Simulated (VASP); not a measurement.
# V (Im-3m) in VASP: notebook

V is run at these levels: PBE; tasks: single point, relaxation of cell and atoms.

Everything below comes from runs of VASP 6.6.1. Logs are shortened: lines on timing, memory, paths and dates and some standing lists are left out, and cuts for length are marked.

## 1. The cell of the first run

It takes space group Im-3m (No. 229, cubic). The conventional cell has a = 2.997 Å, b = 2.997 Å, c = 2.997 Å, α = 90.00°, β = 90.00°, γ = 90.00°. Within 3.4 Å of V (site symmetry m-3m) lie 14 V at 2.60 to 3.00 Å.

## 2. Single point, PBE

Contents of INCAR:

```
PREC     = Accurate       # precision mode
ENCUT    = 520            # plane-wave cutoff, eV
EDIFF    = 1E-6           # SCF threshold, eV
ISMEAR   = 0              # smearing method
SIGMA    = 0.1            # smearing width, eV
LREAL    = False          # projectors in reciprocal space
LASPH    = True           # aspherical terms in the spheres
NELM     = 60             # most SCF steps
ALGO     = Fast           # electronic algorithm
ISIF     = 2              # what is computed and relaxed
LWAVE    = False          # write WAVECAR
LCHARG   = True           # write CHGCAR
GGA      = PE             # functional
LELF     = True           # ELF
LVHAR    = True         
NBANDS   = 12             # bands
```

Contents of KPOINTS:

```
Automatic mesh
0
Gamma
  20 20 20
```

Contents of POSCAR:

```
V
1.0
   -1.4985875749      1.4985875749      1.4985875749
    1.4985875749     -1.4985875749      1.4985875749
    1.4985875749      1.4985875749     -1.4985875749
V
1
Direct
    0.0000000000      0.0000000000      0.0000000000
```

Potentials or basis: VASP PAW PBE potentials, release 64 (V_sv).

On the command line:

```sh
$ cat potpaw_PBE.64/V_sv/POTCAR > POTCAR
$ mpirun -np 1 vasp_std > vasp.out
```

OUTCAR:

```text
PREC = Accurate
   ENCUT = 520
   EDIFF = 1E-6
   ISMEAR = 0
   LREAL = False
   LASPH = True
   NELM = 60
   ISIF = 2
   GGA = PE

 ion  position               nearest neighbor table
   1  0.000  0.000  0.000-

  LATTYP: Found a body centered cubic cell.
 ALAT       =     2.9971751498

  Lattice vectors:

 A1 = (  -1.4985875749,   1.4985875749,   1.4985875749)
 A2 = (   1.4985875749,  -1.4985875749,   1.4985875749)
 A3 = (   1.4985875749,   1.4985875749,  -1.4985875749)

Analysis of symmetry for initial positions (statically):
=====================================================================
 Subroutine PRICEL returns:
 Original cell was already a primitive cell.

 Routine SETGRP: Setting up the symmetry group for a
 body centered cubic supercell.

 Subroutine GETGRP returns: Found 48 space group operations
 (whereof 48 operations were pure point group operations)
 out of a pool of 48 trial point group operations.

The static configuration has the point symmetry O_h .

Analysis of symmetry for dynamics (positions and initial velocities):
=====================================================================
 Subroutine PRICEL returns:
 Original cell was already a primitive cell.

 Routine SETGRP: Setting up the symmetry group for a
 body centered cubic supercell.

 Subroutine GETGRP returns: Found 48 space group operations
 (whereof 48 operations were pure point group operations)
 out of a pool of 48 trial point group operations.

The dynamic configuration has the point symmetry O_h .

 Subroutine INISYM returns: Found 48 space group operations
 (whereof 48 operations are pure point group operations),
 and found     1 'primitive' translations

----------------------------------------------------------------------------------------

                                     Primitive cell

  volume of cell :      13.4619

  direct lattice vectors                    reciprocal lattice vectors
    -1.498587575  1.498587575  1.498587575     0.000000000  0.333647501  0.333647501
     1.498587575 -1.498587575  1.498587575     0.333647501  0.000000000  0.333647501
     1.498587575  1.498587575 -1.498587575     0.333647501  0.333647501  0.000000000

  length of vectors
     2.595629819  2.595629819  2.595629819     0.471848822  0.471848822  0.471848822

  position of ions in fractional coordinates (direct lattice)
     0.000000000  0.000000000  0.000000000

  ion indices of the primitive-cell ions
   primitive index   ion index
                 1           1

----------------------------------------------------------------------------------------

 KPOINTS: Automatic mesh

Automatic generation of k-mesh.
 Grid dimensions read from file:
 generate k-points for:   20   20   20

 Generating k-lattice:

  Cartesian coordinates                     Fractional coordinates (reciprocal lattice)
     0.000000000  0.016682375  0.016682375     0.050000000  0.000000000  0.000000000
     0.016682375  0.000000000  0.016682375     0.000000000  0.050000000  0.000000000
     0.016682375  0.016682375  0.000000000     0.000000000  0.000000000  0.050000000

  Length of vectors
     0.023592441  0.023592441  0.023592441

  Shift w.r.t. Gamma in fractional coordinates (k-lattice)
     0.000000000  0.000000000  0.000000000

 Subroutine IBZKPT returns following result:
 ===========================================

 Found    256 irreducible k-points:

 Following reciprocal coordinates:
            Coordinates               Weight
  0.000000  0.000000  0.000000      1.000000
  0.050000  0.000000  0.000000     12.000000
  0.100000  0.000000  0.000000     12.000000
  0.150000  0.000000  0.000000     12.000000
  0.200000  0.000000  0.000000     12.000000
  0.250000  0.000000  0.000000     12.000000
[... 16 lines left out ...]
  0.200000  0.100000 -0.000000     48.000000
  0.250000  0.100000  0.000000     48.000000
 [... further k-points ...]
   k-points           NKPTS =    256   k-points in BZ     NKDIM =    256   number of bands    NBANDS=     12
   number of dos      NEDOS =    301   number of ions     NIONS =      1
   total plane-waves  NPLWV =   8000
   dimension x,y,z NGX =    20 NGY =   20 NGZ =   20
   dimension x,y,z NGXF=    40 NGYF=   40 NGZF=   40
   ions per type =               1
   NGX,Y,Z   is equivalent  to a cutoff of  12.81, 12.81, 12.81 a.u.
   NGXF,Y,Z  is equivalent  to a cutoff of  25.62, 25.62, 25.62 a.u.
 SYSTEM =  unknown system
   PREC   = accura    normal or accurate (medium, high low for compatibility)
   ISTART =      0    job   : 0-new  1-cont  2-samecut
   ICHARG =      2    charge: 1-file 2-atom 10-const
   ISPIN  =      1    spin polarized calculation?
   LNONCOLLINEAR =      F non collinear calculations
   LSORBIT =      F    spin-orbit coupling
   LASPH  =      T    aspherical Exc in radial PAW
   ENCUT  =  520.0 eV  38.22 Ry    6.18 a.u.   4.83  4.83  4.83*2*pi/ulx,y,z
   NELM   =     60;   NELMIN=  2; NELMDL= -5     # of ELM steps
   EDIFF  = 0.1E-05   stopping-criterion for ELM
   LREAL  =      F    real-space projection
   EDIFFG = 0.1E-04   stopping-criterion for IOM
   NSW    =      0    number of steps for IOM
   IBRION =     -1    ionic relax: 0-MD 1-quasi-New 2-CG
   NFREE  =      0    steps in history (QN), initial steepest desc. (CG)
   ISIF   =      2    stress and relaxation
   ISYM   =      2    0-nonsym 1-usesym 2-fastsym
   POTIM  = 0.5000    time-step for ionic-motion
   TEBEG  =    0.0;   TEEND  =   0.0 temperature during run
   PSTRESS=    0.0 pullay stress
   NELECT =      13.0000    total number of electrons
   NUPDOWN=      -1.0000    fix difference up-down
   EMIN   =  10.00;   EMAX   =-10.00  energy-range for DOS
   EFERMI =   0.00;   METHOD = LEGACY
   ISMEAR =     0;   SIGMA  =   0.10  broadening in eV -4-tet -1-fermi 0-gaus
   EFERMI_NEDOS =   21; number of points for ismear=-14 and -15
   IALGO  =     68    algorithm
   IMIX   =      4    mixing-type and parameters
     AMIX     =   0.40;   BMIX     =  1.00
     AMIX_MAG =   1.60;   BMIX_MAG =  1.00
  volume/ion in A,a.u.               =      13.46        90.85
  Fermi-wavevector in a.u.,A,eV,Ry     =   1.618156  3.057872 35.625904  2.618430
  Thomas-Fermi vector in A             =   2.712465
   LORBIT       =      0    0 simple, 1 ext, 2 COOP (PROOUT), +10 PAW based schemes
   GGA     = PE    functional components
   LHFCALC =     F    Hartree Fock is set to
   AEXX    =    0.0000 exact exchange contribution
   IVDW    =     0    specifies the selected vdW correction
   LEPSILON=     F    determine dielectric tensor
   LRPA    =     F    only Hartree local field effects (RPA)
 non-spin polarized calculation
 RMM-DIIS sequential band-by-band and
 Gauss-broadening in eV      SIGMA  =   0.10
  energy-cutoff  :      520.00
  volume of cell :       13.46
 maximum number of plane-waves:       374
   NGX =  9   NGY =  9   NGZ =  9

 number of electron      12.9999990 magnetization

 Free energy of the ion-electron system (eV)
  ---------------------------------------------------
  ext. energy  EPLUGINS =         0.00000000
  ---------------------------------------------------
  free energy    TOTEN  =        -8.99675838 eV

  energy without entropy =       -8.98798491  energy(sigma->0) =       -8.99237165

 E-fermi :   9.7101     XC(G=0): -12.9083

 val. band max:        9.7087073763   @ k =  -0.3000   0.3000   0.1500
 cond. band min:       9.7125662608   @ k =   0.1000   0.0500   0.0500
 fundamental gap:      0.0038588845
 Fermi energy:         9.7100856990

 k-point     1 :       0.0000    0.0000    0.0000
  band No.  band energies     occupation
      1     -54.0093      2.00000
      2     -27.3089      2.00000
      3     -27.3089      2.00000
      4     -27.3089      2.00000
      5       3.1263      2.00000
      6      10.1234      0.00000
      7      10.1234      0.00000
      8      10.1234      0.00000
      9      12.1340      0.00000
     10      12.1340      0.00000
     11      30.2060      0.00000
     12      30.2060      0.00000

 k-point     2 :       0.0500    0.0000    0.0000
  band No.  band energies     occupation
      1     -54.0045      2.00000
      2     -27.3319      2.00000
      3     -27.3159      2.00000
      4     -27.3090      2.00000
      5       3.2278      2.00000
      6      10.0800      0.00000
      7      10.1147      0.00000
      8      10.1955      0.00000
      9      12.0829      0.00000
     10      12.1367      0.00000
     11      30.0262      0.00000
     12      30.1981      0.00000

 k-point     3 :       0.1000    0.0000    0.0000
  band No.  band energies     occupation
      1     -53.9906      2.00000
      2     -27.3984      2.00000
      3     -27.3362      2.00000
      4     -27.3095      2.00000
      5       3.5255      2.00000
      6       9.9560      0.00050
      7      10.0774      0.00000
      8      10.4084      0.00000
      9      11.9582      0.00000
     10      12.1461      0.00000
     11      29.4845      0.00000
     12      30.0976      0.00000
[... 286 lines left out ...]
 k-point    23 :       0.2000    0.1000   -0.0000
  band No.  band energies     occupation
      1     -53.9015      2.00000
      2     -27.7948      2.00000
      3     -27.4539      2.00000
      4     -27.3410      2.00000
      5       5.5229      2.00000
      6       9.2885      2.00000
      7       9.4800      1.99886
      8      11.6619      0.00000
      9      12.0379      0.00000
     10      12.3788      0.00000
     11      25.9016      0.00000
     12      27.5740      0.00000

 k-point    24 :       0.2500    0.1000    0.0000
  band No.  band energies     occupation
      1     -53.8723      2.00000
      2     -27.9159      2.00000
      3     -27.5039      2.00000
      4     -27.3434      2.00000
      5       6.1363      2.00000
      6       9.0607      2.00000
      7       9.4362      1.99989
      8      11.7580      0.00000
      9      12.4203      0.00000
     10      12.6812      0.00000
     11      24.3242      0.00000
     12      26.8115      0.00000

 [... further k-points ...]
[... 5 lines left out ...]
  --------------------------------------------------------------------------------------
  -------------------------------------------------------------------------------------
  Total        0.0301068      0.0301068      0.0301068      0.0000000     -0.0000000      0.0000000
  in kB        3.5831786      3.5831786      3.5831786      0.0000000     -0.0000000      0.0000000
  external PRESSURE =       3.5831786 kB  Pullay stress =       0.0000000 kB

 VOLUME and BASIS-vectors are now :
 -----------------------------------------------------------------------------
  energy-cutoff  :      520.00
  volume of cell :       13.46
      direct lattice vectors                 reciprocal lattice vectors
    -1.498587575  1.498587575  1.498587575     0.000000000  0.333647501  0.333647501
     1.498587575 -1.498587575  1.498587575     0.333647501  0.000000000  0.333647501
     1.498587575  1.498587575 -1.498587575     0.333647501  0.333647501  0.000000000

 POSITION                                       TOTAL-FORCE (eV/Angst)
 -----------------------------------------------------------------------------------
      0.00000      0.00000      0.00000         0.000000      0.000000      0.000000
 -----------------------------------------------------------------------------------
    total drift:                                0.000000     -0.000000      0.000000

  FREE ENERGIE OF THE ION-ELECTRON SYSTEM (eV)
  ---------------------------------------------------
  free  energy   TOTEN  =        -8.9967583770 eV

  energy  without entropy=       -8.9879849133  energy(sigma->0) =       -8.99237165
```

Wall time 22 s (1 thread of Intel Xeon Platinum 8488C (Sapphire Rapids), shared host); peak memory 0.15 GiB.

What came out:

```yaml
Free_energy: -8.9968 eV
Pressure: 0.4 GPa
```

Levels at points of the mesh, in eV from the Fermi level:
```csv
k point,band 4,band 5,band 6,band 7,band 8,band 9,band 10,band 11
"(0.00, 0.00, 0.00)",-37.02,-6.58,0.41,0.41,0.41,2.42,2.42,20.50
"(0.50, 0.00, 0.00)",-37.03,-3.17,-1.13,1.65,2.42,2.78,4.12,10.18
"(0.50, 0.50, 0.50)",-37.63,-2.99,-2.99,3.72,3.72,3.72,10.21,10.21
```

## 3. Single point, PBE

This run uses another cell than the first one, of 13.53 Å³/atom, 1.005 times its volume.

Contents of INCAR:

```
  PREC = Accurate
  ENCUT = 520
  EDIFF = 1E-7
  ISMEAR = 0
  SIGMA = 0.1
  LREAL = F
  LASPH = T
  NELM = 80
  ALGO = Normal
  ISIF = 2
  LWAVE = F
  LCHARG = T
  GGA = PE
  LELF = T
  LVHAR = T
  NBANDS = 12
```

Contents of KPOINTS:

```
regular mesh
0
Gamma
  20 20 20
```

Contents of POSCAR:

```
V
1.0
   -1.5010771479      1.5010771479      1.5010771479
    1.5010771479     -1.5010771479      1.5010771479
    1.5010771479      1.5010771479     -1.5010771479
V
1
Direct
    0.0000000000      0.0000000000      0.0000000000
```

Potentials or basis: VASP PAW PBE potentials, release 64 (V_sv).

On the command line:

```sh
$ cat potpaw_PBE.64/V_sv/POTCAR > POTCAR
$ mpirun -np 1 vasp_std > vasp.out
```

Run time: 24 s. Hardware: 1 thread of Intel Xeon Platinum 8488C (Sapphire Rapids), shared host; peak memory 0.15 GiB.

Results (log left out):

| Quantity | Value |
| --- | --- |
| Free energy | -8.9967 eV |
| Pressure | -0.7 GPa |

Levels at points of the mesh, in eV from the Fermi level:
| k point | band 3 | band 4 | band 5 | band 6 | band 7 | band 8 | band 9 | band 10 | band 11 | band 12 |
| --- | --- | --- | --- | --- | --- | --- | --- | --- | --- | --- |
| (0.00, 0.00, 0.00) | -37.03 | -37.03 | -6.57 | 0.41 | 0.41 | 0.41 | 2.41 | 2.41 | 20.46 | 20.46 |
| (0.50, 0.00, 0.00) | -37.31 | -37.04 | -3.15 | -1.12 | 1.63 | 2.41 | 2.77 | 4.09 | 10.12 | 15.86 |
| (0.50, 0.50, 0.50) | -37.64 | -37.64 | -2.97 | -2.97 | 3.70 | 3.70 | 3.70 | 10.17 | 10.17 | 10.17 |

(Continued in part 2 of 3.)
